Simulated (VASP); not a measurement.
# Si (Im-3m) in VASP: notebook, part 2 of 2

VASP 6.6.1. The steps go on from the part before.

## Step 5: Relaxation of cell and atoms, r2SCAN, target pressure 10 GPa, at which the enthalpy is minimised

This run uses another cell than the first one, of 15.33 Å³/atom.

Contents of POSCAR:

```
Si
1.0
   -1.5650000000      1.5650000000      1.5650000000
    1.5650000000     -1.5650000000      1.5650000000
    1.5650000000      1.5650000000     -1.5650000000
Si
1
Direct
    0.0000000000      0.0000000000      0.0000000000
```

Contents of INCAR.step1:

```
PREC = Accurate
ENCUT = 550
ISMEAR = 1
SIGMA = 0.05
LREAL = False
LASPH = True
NELM = 120
GGA = PE
ALGO = Normal
EDIFF = 1E-5
LWAVE = True
LCHARG = False
GGA_COMPAT = False
IBRION = 2
ISIF = 3
EDIFFG = -0.005
NELMIN = 4
NSW = 100
```

Contents of INCAR.step2:

```
PREC = Accurate
ENCUT = 550
EDIFF = 1E-7
ISMEAR = 1
SIGMA = 0.05
LREAL = False
LASPH = True
NELM = 120
ALGO = Normal
ISIF = 3
LWAVE = False
LCHARG = False
METAGGA = R2SCAN
LMIXTAU = True
IBRION = 2
NSW = 60
EDIFFG = -0.01
PSTRESS = 100.0
ISTART = 1
GGA_COMPAT = False
NELMIN = 4
```

Contents of KPOINTS:

```
regular mesh
0
Gamma
  10 10 10
```

Potentials or basis: VASP PAW PBE potentials, release 64 (Si).

The run is started by

```sh
cat potpaw_PBE.64/Si/POTCAR > POTCAR
cp INCAR.step1 INCAR
mpirun -np 1 vasp_std > vasp.out
cp INCAR.step2 INCAR
mpirun -np 1 vasp_std > vasp.out
```

OUTCAR:

```text
PREC = Accurate
   ENCUT = 550
   EDIFF = 1E-7
   ISMEAR = 1
   LREAL = False
   LASPH = True
   NELM = 120
   ISIF = 3
   METAGGA = R2SCAN
   IBRION = 2
   NSW = 60
   EDIFFG = -0.01
   PSTRESS = 100.0
   ISTART = 1
   NELMIN = 4

 ion  position               nearest neighbor table
   1  0.000  0.000  0.000-

  LATTYP: Found a body centered cubic cell.
 ALAT       =     3.1300000000

  Lattice vectors:

 A1 = (  -1.5650000000,   1.5650000000,   1.5650000000)
 A2 = (   1.5650000000,  -1.5650000000,   1.5650000000)
 A3 = (   1.5650000000,   1.5650000000,  -1.5650000000)

Analysis of symmetry for initial positions (statically):
=====================================================================
 Subroutine PRICEL returns:
 Original cell was already a primitive cell.

 Routine SETGRP: Setting up the symmetry group for a
 body centered cubic supercell.

 Subroutine GETGRP returns: Found 48 space group operations
 (whereof 48 operations were pure point group operations)
 out of a pool of 48 trial point group operations.

The static configuration has the point symmetry O_h .

Analysis of symmetry for dynamics (positions and initial velocities):
=====================================================================
 Subroutine PRICEL returns:
 Original cell was already a primitive cell.

 Routine SETGRP: Setting up the symmetry group for a
 body centered cubic supercell.

 Subroutine GETGRP returns: Found 48 space group operations
 (whereof 48 operations were pure point group operations)
 out of a pool of 48 trial point group operations.

The dynamic configuration has the point symmetry O_h .

 Subroutine INISYM returns: Found 48 space group operations
 (whereof 48 operations are pure point group operations),
 and found     1 'primitive' translations

----------------------------------------------------------------------------------------

                                     Primitive cell

  volume of cell :      15.3321

  direct lattice vectors                    reciprocal lattice vectors
    -1.565000000  1.565000000  1.565000000     0.000000000  0.319488818  0.319488818
     1.565000000 -1.565000000  1.565000000     0.319488818  0.000000000  0.319488818
     1.565000000  1.565000000 -1.565000000     0.319488818  0.319488818  0.000000000

  length of vectors
     2.710659514  2.710659514  2.710659514     0.451825419  0.451825419  0.451825419

  position of ions in fractional coordinates (direct lattice)
     0.000000000  0.000000000  0.000000000

  ion indices of the primitive-cell ions
   primitive index   ion index
                 1           1

----------------------------------------------------------------------------------------

 KPOINTS: regular mesh

Automatic generation of k-mesh.
 Grid dimensions read from file:
 generate k-points for:   10   10   10

 Generating k-lattice:

  Cartesian coordinates                     Fractional coordinates (reciprocal lattice)
     0.000000000  0.031948882  0.031948882     0.100000000  0.000000000  0.000000000
     0.031948882  0.000000000  0.031948882     0.000000000  0.100000000  0.000000000
     0.031948882  0.031948882  0.000000000     0.000000000  0.000000000  0.100000000

  Length of vectors
     0.045182542  0.045182542  0.045182542

  Shift w.r.t. Gamma in fractional coordinates (k-lattice)
     0.000000000  0.000000000  0.000000000

 Subroutine IBZKPT returns following result:
 ===========================================

 Found     47 irreducible k-points:

 Following reciprocal coordinates:
            Coordinates               Weight
  0.000000  0.000000  0.000000      1.000000
  0.100000  0.000000  0.000000     12.000000
  0.200000  0.000000  0.000000     12.000000
  0.300000  0.000000  0.000000     12.000000
  0.400000  0.000000  0.000000     12.000000
  0.500000  0.000000  0.000000      6.000000
[... 16 lines left out ...]
  0.300000  0.300000  0.100000      8.000000
 -0.300000  0.300000  0.100000     24.000000
 [... further k-points ...]
   k-points           NKPTS =     47   k-points in BZ     NKDIM =     47   number of bands    NBANDS=      6
   number of dos      NEDOS =    301   number of ions     NIONS =      1
   total plane-waves  NPLWV =  13824
   dimension x,y,z NGX =    24 NGY =   24 NGZ =   24
   dimension x,y,z NGXF=    48 NGYF=   48 NGZF=   48
   ions per type =               1
   NGX,Y,Z   is equivalent  to a cutoff of  14.72, 14.72, 14.72 a.u.
   NGXF,Y,Z  is equivalent  to a cutoff of  29.44, 29.44, 29.44 a.u.
 SYSTEM =  unknown system
   PREC   = accura    normal or accurate (medium, high low for compatibility)
   ISTART =      1    job   : 0-new  1-cont  2-samecut
   ICHARG =      0    charge: 1-file 2-atom 10-const
   ISPIN  =      1    spin polarized calculation?
   LNONCOLLINEAR =      F non collinear calculations
   LSORBIT =      F    spin-orbit coupling
   LASPH  =      T    aspherical Exc in radial PAW
   ENCUT  =  550.0 eV  40.42 Ry    6.36 a.u.   5.18  5.18  5.18*2*pi/ulx,y,z
   NELM   =    120;   NELMIN=  4; NELMDL=  0     # of ELM steps
   EDIFF  = 0.1E-06   stopping-criterion for ELM
   LREAL  =      F    real-space projection
   EDIFFG = -.1E-01   stopping-criterion for IOM
   NSW    =     60    number of steps for IOM
   IBRION =      2    ionic relax: 0-MD 1-quasi-New 2-CG
   NFREE  =      1    steps in history (QN), initial steepest desc. (CG)
   ISIF   =      3    stress and relaxation
   ISYM   =      2    0-nonsym 1-usesym 2-fastsym
   POTIM  = 0.5000    time-step for ionic-motion
   TEBEG  =    0.0;   TEEND  =   0.0 temperature during run
   PSTRESS=  100.0 pullay stress
   NELECT =       4.0000    total number of electrons
   NUPDOWN=      -1.0000    fix difference up-down
   EMIN   =  10.00;   EMAX   =-10.00  energy-range for DOS
   EFERMI =   0.00;   METHOD = LEGACY
   ISMEAR =     1;   SIGMA  =   0.05  broadening in eV -4-tet -1-fermi 0-gaus
   EFERMI_NEDOS =   21; number of points for ismear=-14 and -15
   IALGO  =     38    algorithm
   IMIX   =      4    mixing-type and parameters
     AMIX     =   0.40;   BMIX     =  1.00
     AMIX_MAG =   1.60;   BMIX_MAG =  1.00
  volume/ion in A,a.u.               =      15.33       103.47
  Fermi-wavevector in a.u.,A,eV,Ry     =   1.046069  1.976784 14.888327  1.094261
  Thomas-Fermi vector in A             =   2.180892
   LORBIT       =      0    0 simple, 1 ext, 2 COOP (PROOUT), +10 PAW based schemes
   METAGGA = R2SCAN    functional components
   LHFCALC =     F    Hartree Fock is set to
   AEXX    =    0.0000 exact exchange contribution
   IVDW    =     0    specifies the selected vdW correction
   LEPSILON=     F    determine dielectric tensor
   LRPA    =     F    only Hartree local field effects (RPA)
 conjugate gradient relaxation of ions
 non-spin polarized calculation
 Methfessel and Paxton  Order N= 1 SIGMA  =   0.05
  energy-cutoff  :      550.00
  volume of cell :       15.33
 maximum number of plane-waves:       466
 NGX is ok and might be reduce to    24
   NGX = 11   NGY = 11   NGZ = 11

--------------------------------------- Ionic step        1  -------------------------------------------

 number of electron       4.0000000 magnetization

 Free energy of the ion-electron system (eV)
  ---------------------------------------------------
  ext. energy  EPLUGINS =         0.00000000
  ---------------------------------------------------
  free energy    TOTEN  =        -8.00039157 eV

  energy without entropy =       -8.00010160  energy(sigma->0) =       -8.00029492

 E-fermi :   9.2986     XC(G=0): -11.7405

 val. band max:        9.2843483411   @ k =   0.4000   0.2000   0.0000
 cond. band min:       9.3139629662   @ k =  -0.3000   0.4000   0.2000
 fundamental gap:      0.0296146251
 Fermi energy:         9.2986063355

 k-point     1 :       0.0000    0.0000    0.0000
  band No.  band energies     occupation
      1      -5.3609      2.00000
      2      20.9248      0.00000
      3      20.9248      0.00000
      4      20.9248      0.00000
      5      22.4095      0.00000
      6      22.4095      0.00000
[... 313 lines left out ...]
  energy  without entropy=       -7.9952504441  energy(sigma->0) =       -7.99517940

  enthalpy is  TOTEN    =        -7.1840157509 eV   P V=        0.8111281334

[... ionic steps 4 to 12 ...]

--------------------------------------- Ionic step       13  -------------------------------------------

 number of electron       4.0000000 magnetization

------------------------ aborting loop because EDIFF is reached ----------------------------------------
[... 69 lines left out ...]
--------------------------------------- Ionic step       15  -------------------------------------------

 number of electron       4.0000000 magnetization

 Free energy of the ion-electron system (eV)
  ---------------------------------------------------
  ext. energy  EPLUGINS =         0.00000000
  ---------------------------------------------------
  free energy    TOTEN  =        -7.99729727 eV

  energy without entropy =       -7.99744458  energy(sigma->0) =       -7.99734638

 E-fermi :  11.5338     XC(G=0): -12.4682

 val. band max:       11.4931736337   @ k =   0.4000   0.2000   0.0000
 cond. band min:      11.5731067787   @ k =  -0.3000   0.4000   0.2000
 fundamental gap:      0.0799331450
 Fermi energy:        11.5337625067

 k-point     1 :       0.0000    0.0000    0.0000
  band No.  band energies     occupation
      1      -4.7729      2.00000
      2      25.3828      0.00000
      3      25.3828      0.00000
      4      25.4951      0.00000
      5      25.4951      0.00000
      6      25.4951      0.00000
[... 239 lines left out ...]
  energy  without entropy=       -7.9974445776  energy(sigma->0) =       -7.99734638

  enthalpy is  TOTEN    =        -7.1840257064 eV   P V=        0.8132715684

 reached required accuracy - stopping structural energy minimisation
```

Run time: 1.8 min. Hardware: 1 thread of Intel Xeon Platinum 8259CL at 2.50GHz (Skylake/Cascade Lake), shared host; peak memory 0.14 GiB.

What came out:

```
Free energy                                                : -7.9973 eV
Relaxed volume                                             : 13.03 Å³/atom
Relaxed cell                                               : a = 2.568 Å, b = 2.568 Å, c = 2.568 Å, α = 109.47°, β = 109.47°, γ = 109.47°
Space group after relaxing (to 0.1 Å)                      : Im-3m (No. 229)
Energy change on relaxing (the run minimises the enthalpy) : +3.1 meV/atom
Ionic steps                                                : 15
Pressure after relaxing                                    : 9.9 GPa
Band gap on the k mesh                                     : zero (bands 2 and 3 overlap by 18.16 eV)
```

The path:
| step | energy change (eV) | largest force (eV/Å) | pressure (GPa) | volume (Å³) |
| --- | --- | --- | --- | --- |
| 1 | 0.0000 | 0.0000 | -6.74 | 15.33 |
| 2 | 0.0994 | 0.0000 | 22.01 | 12.04 |
| 3 | 0.0052 | 0.0000 | 10.23 | 13.00 |
| 4 | 0.0025 | 0.0000 | 9.75 | 13.04 |
| 5 | 0.0025 | 0.0000 | 9.76 | 13.04 |
| 6 | 0.0026 | 0.0000 | 9.78 | 13.04 |
| 7 | 0.0026 | 0.0000 | 9.77 | 13.04 |
| 8 | 0.0026 | 0.0000 | 9.77 | 13.04 |
| 9 | 0.0026 | 0.0000 | 9.78 | 13.04 |
| 10 | 0.0026 | 0.0000 | 9.78 | 13.04 |
| 11 | 0.0026 | 0.0000 | 9.78 | 13.04 |
| 12 | 0.0027 | 0.0000 | 9.78 | 13.04 |
| 13 | 0.0027 | 0.0000 | 9.80 | 13.04 |
| 14 | 0.0028 | 0.0000 | 9.82 | 13.03 |
| 15 | 0.0031 | 0.0000 | 9.88 | 13.03 |

Final structure:
```
Si
1.0
    -1.48239    1.48239    1.48239
     1.48239   -1.48239    1.48239
     1.48239    1.48239   -1.48239
Si
1
Direct
  0.00000 0.00000 0.00000
```

Caveat: the cell is relaxed towards a set pressure, so the run minimises the enthalpy, not the energy; the volume moved by over 15 % at a fixed basis, so the end points are rough; the PAW data sets were made with another functional, which shifts forces and pressure a little.

## Step 6: Overview

```tsv
task	cell	gap on the mesh (eV)	pressure (GPa)
single point	a = 2.566 Å, angles 109.5°, 1 atom	none	10.1
single point	a = 2.637 Å, angles 109.5°, 1 atom	none	0.1
relaxation of cell and atoms	relaxed from a = 2.711 Å, angles 109.5°, 1 atom	none	0.0
relaxation of cell and atoms	relaxed to 10 GPa from a = 2.711 Å, angles 109.5°, 1 atom	none	9.9
```

Alike in all rows: level r2SCAN; potentials or basis VASP PAW PBE potentials, release 64 (Si); no spin polarisation; k mesh 10 × 10 × 10; cutoff (eV) 550; smearing methfessel-paxton 0.05 eV.

Caveats: the PAW data sets were made with another functional, which shifts forces and pressure a little; the cell stands under pressure (at least some runs); the cell is relaxed towards a set pressure, so the run minimises the enthalpy, not the energy (at least some runs); the volume moved by over 15 % at a fixed basis, so the end points are rough (at least some runs).

Total energies depend on the potentials used, so only differences within one code and one set of settings carry meaning.
